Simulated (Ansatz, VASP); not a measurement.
# Two plane-wave programs on BaS

POSCAR

```
BaS
1.0
    0.0000000000      3.2119099264      3.2119099264
    3.2119099264      0.0000000000      3.2119099264
    3.2119099264      3.2119099264      0.0000000000
Ba S
1 1
Direct
    0.0000000000      0.0000000000      0.0000000000
    0.5000000000      0.5000000000      0.5000000000
```

File INCAR.step1:

```
SYSTEM = BaS
PREC = Accurate
ENCUT = 520
EDIFF = 1E-5
ISMEAR = 0
SIGMA = 0.01
LREAL = .False.
LASPH = .True.
NELM = 80
ALGO = Normal
ISIF = 2
LWAVE = .True.
NBANDS = 15
GGA = PE
```

File INCAR.step2:

```
SYSTEM = BaS
PREC = Accurate
ENCUT = 520
EDIFF = 1E-6
ISMEAR = 0
SIGMA = 0.01
LREAL = .False.
LASPH = .True.
NELM = 80
ALGO = Normal
ISIF = 2
LWAVE = .False.
LCHARG = .True.
GGA = PE
LHFCALC = .True.
AEXX = 0.3
HFSCREEN = 0.3
PRECFOCK = Normal
LELF = .True.
LVHAR = .True.
NBANDS = 15
ISTART = 1
```

Contents of KPOINTS:

```
Automatic mesh
0
Gamma
  4 4 4
  0 0 0
```

Input for Ansatz:

```yaml
crystal:
  lattice:
    - [0.0, 3.2119099264, 3.2119099264]
    - [3.2119099264, 0.0, 3.2119099264]
    - [3.2119099264, 3.2119099264, 0.0]
  atoms:
    - { symbol: Ba, position: [0.0, 0.0, 0.0] }
    - { symbol: S, position: [0.5, 0.5, 0.5] }
kpoints:
  mp_grid: { grid: [4, 4, 4] }
hamiltonian:
  xc: { exchange: pbe, correlation: pbe, exx: { coeff: 0.3, omega: 0.3 } }
scf:
  occupations: { method: fixed }
  n_extra_bands: 4
output:
  forces: true
  stress: true
  eigenvalues: true
```

Alike in both runs: task single point; functional PBE-based screened hybrid; k mesh 4 × 4 × 4; no spin polarisation.

|  | VASP | Ansatz |
| --- | --- | --- |
| version | VASP 6.6.1 | Ansatz 0.2.0 |
| potentials or method | VASP PAW PBE potentials, release 64 (Ba_sv, S) | plane waves |
| plane-wave cutoff (eV) | 520 | 420 |
| occupations | gaussian, width 0.01 eV | fixed |
| valence electrons in the cell | 16 | 16 |

|  | VASP | Ansatz | Ansatz less VASP |
| --- | --- | --- | --- |
| gap on the k mesh at the Fermi level (eV) | 2.99 | 3.08 | +0.088 |
| pressure (GPa) | 0.2 | -0.3 | -0.50 |

VASP's potentials were made for PBE, not for PBE-based screened hybrid. Ansatz's warnings: stress exchange threshold loose, stress scf threshold loose.

The k mesh is coarse, so the values compare programs but aren't converged. Spin-orbit coupling is off throughout.
